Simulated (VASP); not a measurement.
# CoSn (P6/mmm) in VASP: a series of runs

The runs below take CoSn through single point, with PBEsol.

Everything below comes from runs of VASP 6.6.1. Logs are shortened: lines on timing, memory, paths and dates and some standing lists are left out, and cuts for length are marked.

## Step 1: The cell of the first run

It takes space group P6/mmm (No. 191, hexagonal). The conventional cell has a = 5.219 Å, b = 5.219 Å, c = 4.167 Å, α = 90.00°, β = 90.00°, γ = 120.00°. Within 3.4 Å of Co (site symmetry mmm) lie 6 Sn at 2.57 to 2.61 Å and 4 Co at 2.61 Å. Sn (site symmetry -6m2) has 6 Co at 2.57 Å and 3 Sn at 3.01 Å within 3.4 Å. Sn (site symmetry 6/mmm) has 6 Co at 2.61 Å within 3.4 Å.

## Step 2: Single point, PBEsol

INCAR reads:

```
SYSTEM = CoSn
PREC = Accurate ; ENCUT = 600
EDIFF = 1E-6 ; ISMEAR = 0
SIGMA = 0.1 ; LREAL = .False.
LASPH = .True. ; NELM = 120
ALGO = Normal ; ISIF = 2
LWAVE = .False. ; LCHARG = .True.
GGA = PS ; LELF = .True.
LVHAR = .True. ; NBANDS = 44
GGA_COMPAT = .False.
```

KPOINTS reads:

```
regular mesh
0
Gamma
  9 9 8
  0 0 0
```

POSCAR reads:

```
CoSn
1.0
    5.2192140074     -0.0000000029      0.0000000000
   -2.6096070012      4.5199719196      0.0000000000
    0.0000000000      0.0000000000      4.1673509335
Co Sn
3 3
Direct
    0.0000000000      0.5000000000      0.0000000000
    0.5000000000      0.5000000000      0.0000000000
    0.5000000000      0.0000000000      0.0000000000
    0.6666666667      0.3333333333      0.5000000000
    0.3333333333      0.6666666667      0.5000000000
    0.0000000000      0.0000000000      0.0000000000
```

Potentials or basis: VASP PAW PBE potentials, release 64 (Co, Sn_d).

Launch:

```console
$ cat potpaw_PBE.64/Co/POTCAR potpaw_PBE.64/Sn_d/POTCAR > POTCAR
$ mpirun -np 1 vasp_std > vasp.out
```

OUTCAR:

```text
SYSTEM = CoSn
   PREC = Accurate
   ENCUT = 600
   EDIFF = 1E-6
   ISMEAR = 0
   LREAL = .False.
   LASPH = .True.
   NELM = 120
   ISIF = 2
   GGA = PS

 ion  position               nearest neighbor table
   1  0.000  0.500  0.000-   4 2.57   5 2.57   4 2.57   5 2.57   3 2.61   3 2.61   6 2.61   6 2.61
                             2 2.61   2 2.61
   2  0.500  0.500  0.000-   4 2.57   5 2.57   4 2.57   5 2.57   6 2.61   6 2.61   3 2.61   3 2.61
                             1 2.61   1 2.61
   3  0.500  0.000  0.000-   4 2.57   5 2.57   4 2.57   5 2.57   1 2.61   1 2.61   2 2.61   2 2.61
                             6 2.61   6 2.61
   4  0.667  0.333  0.500-   3 2.57   3 2.57   1 2.57   1 2.57   2 2.57   2 2.57   5 3.01   5 3.01
                             5 3.01   6 3.66   6 3.66   6 3.66   6 3.66   6 3.66   6 3.66
   5  0.333  0.667  0.500-   3 2.57   3 2.57   1 2.57   1 2.57   2 2.57   2 2.57   4 3.01   4 3.01
                             4 3.01   6 3.66   6 3.66   6 3.66   6 3.66   6 3.66   6 3.66
   6  0.000  0.000  0.000-   2 2.61   2 2.61   1 2.61   1 2.61   3 2.61   3 2.61   5 3.66   4 3.66
                             5 3.66   4 3.66   4 3.66   4 3.66   5 3.66   5 3.66   4 3.66   5 3.66

  LATTYP: Found a hexagonal cell.
 ALAT       =     5.2192140074
 C/A-ratio  =     0.7984633180

  Lattice vectors:

 A1 = (   5.2192140074,  -0.0000000029,   0.0000000000)
 A2 = (  -2.6096070012,   4.5199719196,   0.0000000000)
 A3 = (   0.0000000000,   0.0000000000,   4.1673509335)

Analysis of symmetry for initial positions (statically):
=====================================================================
 Subroutine PRICEL returns:
 Original cell was already a primitive cell.

 Routine SETGRP: Setting up the symmetry group for a
 hexagonal supercell.

 Subroutine GETGRP returns: Found 24 space group operations
 (whereof 24 operations were pure point group operations)
 out of a pool of 24 trial point group operations.

The static configuration has the point symmetry D_6h.

Analysis of symmetry for dynamics (positions and initial velocities):
=====================================================================
 Subroutine PRICEL returns:
 Original cell was already a primitive cell.

 Routine SETGRP: Setting up the symmetry group for a
 hexagonal supercell.

 Subroutine GETGRP returns: Found 24 space group operations
 (whereof 24 operations were pure point group operations)
 out of a pool of 24 trial point group operations.

The dynamic configuration has the point symmetry D_6h.

 Subroutine INISYM returns: Found 24 space group operations
 (whereof 24 operations are pure point group operations),
 and found     1 'primitive' translations

[... 101 lines left out ...]
   NELM   =    120;   NELMIN=  2; NELMDL= -5     # of ELM steps
   EDIFF  = 0.1E-05   stopping-criterion for ELM
   LREAL  =      F    real-space projection
[... 7 lines left out ...]
   TEBEG  =    0.0;   TEEND  =   0.0 temperature during run
   PSTRESS=    0.0 pullay stress
   NELECT =      69.0000    total number of electrons
   NUPDOWN=      -1.0000    fix difference up-down
   EMIN   =  10.00;   EMAX   =-10.00  energy-range for DOS
   EFERMI =   0.00;   METHOD = LEGACY
   ISMEAR =     0;   SIGMA  =   0.10  broadening in eV -4-tet -1-fermi 0-gaus
   EFERMI_NEDOS =   21; number of points for ismear=-14 and -15
   IALGO  =     38    algorithm
   IMIX   =      4    mixing-type and parameters
     AMIX     =   0.40;   BMIX     =  1.00
     AMIX_MAG =   1.60;   BMIX_MAG =  1.00
  volume/ion in A,a.u.               =      16.39       110.57
  Fermi-wavevector in a.u.,A,eV,Ry     =   1.454870  2.749306 28.798731  2.116647
  Thomas-Fermi vector in A             =   2.571971
   LORBIT       =      0    0 simple, 1 ext, 2 COOP (PROOUT), +10 PAW based schemes
   GGA     = PS    functional components
   LHFCALC =     F    Hartree Fock is set to
   AEXX    =    0.0000 exact exchange contribution
   IVDW    =     0    specifies the selected vdW correction
   LEPSILON=     F    determine dielectric tensor
   LRPA    =     F    only Hartree local field effects (RPA)
 non-spin polarized calculation
 Gauss-broadening in eV      SIGMA  =   0.10
  energy-cutoff  :      600.00
  volume of cell :       98.31
 maximum number of plane-waves:      3317
 NGX is ok and might be reduce to    42
   NGX = 21   NGY = 21   NGZ = 17

 number of electron      69.0000011 magnetization

 Free energy of the ion-electron system (eV)
  ---------------------------------------------------
  ext. energy  EPLUGINS =         0.00000000
  ---------------------------------------------------
  free energy    TOTEN  =       -36.98191874 eV

  energy without entropy =      -36.96960289  energy(sigma->0) =      -36.97576081

 E-fermi :  10.1830     XC(G=0): -12.0977

 val. band max:       10.1744342977   @ k =   0.3333  -0.0000   0.1250
 cond. band min:      10.2425687433   @ k =   0.0000   0.0000   0.3750
 fundamental gap:      0.0681344456
 Fermi energy:        10.1830050420

 k-point     1 :       0.0000    0.0000    0.0000
  band No.  band energies     occupation
      1     -11.1957      2.00000
      2     -11.0806      2.00000
      3     -11.0806      2.00000
      4     -11.0803      2.00000
      5     -11.0803      2.00000
      6     -10.9934      2.00000
[... 1117 lines left out ...]
     43      16.9146      0.00000
     44      17.0933      0.00000

 [... further k-points ...]

------------------------ aborting loop because EDIFF is reached ----------------------------------------

  FORCE on cell =-STRESS in cart. coord.  units (eV):
  Direction    XX          YY          ZZ          XY          YZ          ZX
  --------------------------------------------------------------------------------------
  -------------------------------------------------------------------------------------
  Total        0.0366113      0.0366113     -0.0007091     -0.0000000      0.0000000     -0.0000000
  in kB        0.5966574      0.5966574     -0.0115556     -0.0000000      0.0000000     -0.0000000
  external PRESSURE =       0.3939197 kB  Pullay stress =       0.0000000 kB

 VOLUME and BASIS-vectors are now :
 -----------------------------------------------------------------------------
  energy-cutoff  :      600.00
  volume of cell :       98.31
      direct lattice vectors                 reciprocal lattice vectors
     5.219214007 -0.000000003  0.000000000     0.191599731  0.110620156  0.000000000
    -2.609607001  4.519971920  0.000000000     0.000000000  0.221240313  0.000000000
     0.000000000  0.000000000  4.167350933     0.000000000  0.000000000  0.239960593

 POSITION                                       TOTAL-FORCE (eV/Angst)
 -----------------------------------------------------------------------------------
     -1.30480      2.25999      0.00000         0.000000     -0.000000      0.000000
      1.30480      2.25999      0.00000         0.000000     -0.000000      0.000000
      2.60961     -0.00000      0.00000         0.000000     -0.000000      0.000000
      2.60961      1.50666      2.08368        -0.000000      0.000000      0.000000
      0.00000      3.01331      2.08368         0.000000     -0.000000      0.000000
      0.00000      0.00000      0.00000         0.000000     -0.000000      0.000000
 -----------------------------------------------------------------------------------
    total drift:                                0.000000      0.000000     -0.000000

  FREE ENERGIE OF THE ION-ELECTRON SYSTEM (eV)
  ---------------------------------------------------
  free  energy   TOTEN  =       -36.9819187363 eV

  energy  without entropy=      -36.9696028885  energy(sigma->0) =      -36.97576081
```

Wall time 8.3 min (1 thread of Oxide Virtual Turin-like, shared host); peak memory 0.37 GiB.

What came out:

* Free energy: -36.9819 eV
* Pressure: 0.0 GPa
* Band gap on the k mesh: zero (an odd number of electrons rules out a gap without spin polarisation)

Levels at points of the mesh, in eV from the Fermi level:
| k point | band 31 | band 32 | band 33 | band 34 | band 35 | band 36 | band 37 | band 38 |
| --- | --- | --- | --- | --- | --- | --- | --- | --- |
| (0.00, 0.00, 0.00) | -0.43 | -0.43 | -0.40 | -0.40 | 0.54 | 0.70 | 1.44 | 1.44 |
| (0.00, 0.00, 0.50) | -0.96 | -0.50 | -0.49 | -0.49 | -0.38 | -0.38 | -0.17 | 0.54 |

Caveat: the PAW data sets were made with another functional, which shifts forces and pressure a little; spin-orbit coupling is left out, which moves the levels of the heavy elements; the run has no spin polarisation, though such a crystal can be magnetic.

## Step 3: Single point, PBEsol, collinear spin, ferromagnetic start

This run uses another cell than the first one, of 16.63 Å³/atom.

INCAR reads:

```
ALGO = Normal
EDIFF = 1E-6
ENCUT = 600
GGA = PS
GGA_COMPAT = F
ISIF = 2
ISMEAR = 0
ISPIN = 2
LASPH = T
LCHARG = F
LMAXMIX = 4
LORBIT = 11
LREAL = F
LWAVE = F
MAGMOM = 2 2 2 0 0 0
NBANDS = 48
NELM = 200
PREC = Accurate
SIGMA = 0.1
```

KPOINTS reads:

```
k-points
0
Gamma
  6 6 4
```

POSCAR reads:

```
CoSn
1.0
    5.2460399300      0.0000000000      0.0000000000
   -2.6230199600      4.5432038500      0.0000000000
    0.0000000000      0.0000000000      4.1875903000
Co Sn
3 3
Direct
    0.0000000000      0.5000000000      0.0000000000
    0.5000000000      0.5000000000      0.0000000000
    0.5000000000      0.0000000000      0.0000000000
    0.6666666700      0.3333333300      0.5000000000
    0.3333333300      0.6666666700      0.5000000000
    0.0000000000      0.0000000000      0.0000000000
```

Potentials or basis: VASP PAW PBE potentials, release 64 (Co, Sn_d).

Launch:

```console
$ cat potpaw_PBE.64/Co/POTCAR potpaw_PBE.64/Sn_d/POTCAR > POTCAR
$ mpirun -np 1 vasp_std > vasp.out
```

Run time: 4.9 min. Hardware: 1 thread of Oxide Virtual Turin-like, shared host; peak memory 0.36 GiB.

The run converged. Its results:

```yaml
Free_energy: -36.9569 eV
Pressure: -2.0 GPa
Net_moment: 0.00 μB per cell
Valence_electrons_inside_the_program's_atomic_spheres: Co 8.36; Sn 12.47, 12.33 (each value once)
```

Stress tensor (GPa, compression positive):
```
-1.82  0.00  0.00
 0.00 -1.82  0.00
 0.00  0.00 -2.45
```

Levels at points of the mesh, in eV from the Fermi level:
Spin up:
```tsv
k point	band 32	band 33	band 34	band 35	band 36	band 37
(0.00, 0.00, 0.00)	-0.55	-0.53	-0.53	0.39	0.53	1.26
(0.50, 0.00, 0.00)	-0.54	-0.54	0.61	0.91	1.59	1.73
(0.00, 0.00, 0.50)	-0.64	-0.62	-0.62	-0.51	-0.51	-0.26
(0.50, 0.00, 0.50)	-0.83	-0.62	-0.57	-0.52	-0.24	0.32
```
Spin down:
```csv
k point,band 32,band 33,band 34,band 35,band 36,band 37
"(0.00, 0.00, 0.00)",-0.55,-0.53,-0.53,0.39,0.53,1.26
"(0.50, 0.00, 0.00)",-0.54,-0.54,0.61,0.91,1.59,1.73
"(0.00, 0.00, 0.50)",-0.64,-0.62,-0.62,-0.51,-0.51,-0.26
"(0.50, 0.00, 0.50)",-0.83,-0.62,-0.57,-0.52,-0.24,0.32
```

Caveat: the k points lie up to 0.38 Å⁻¹ apart; the moments typed at the start vanished in this run; the PAW data sets were made with another functional, which shifts forces and pressure a little; spin-orbit coupling is left out, which moves the levels of the heavy elements.

The gap in the log of VASP goes by the Fermi energy; the results here count the filled bands.